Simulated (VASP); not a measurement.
Input of a VASP 6.6.1 run:

Contents of INCAR:

```
ALGO = Fast ; EDIFF = 1E-7
ENCUT = 520 ; GGA = PS
ISIF = 2 ; ISMEAR = 0
LASPH = T ; LCHARG = F
LREAL = F ; LWAVE = F
NBANDS = 12 ; NELM = 80
PREC = Accurate ; SIGMA = 0.15
```

KPOINTS

```
k-points
0
Gamma
  20 20 20
```

The input POSCAR:

```
Ag
1.0
   -1.6556540000      1.6556540000      1.7881063200
    1.6556540000     -1.6556540000      1.7881063200
    1.6556540000      1.6556540000     -1.7881063200
Ag
1
Direct
    0.0000000000      0.0000000000      0.0000000000
```

Potentials or basis: VASP PAW PBE potentials, release 64 (Ag).

Launch:

```console
$ cat potpaw_PBE.64/Ag/POTCAR > POTCAR
$ mpirun -np 1 vasp_std > vasp.out
```

(1) Estimate the pressure.

Results:

(1) -11.5 GPa.

Caveat: the cell differs from its parent crystal (strain +0.000 along x and y, +0.080 along z); the PAW data sets were made with another functional, which shifts forces and pressure a little.
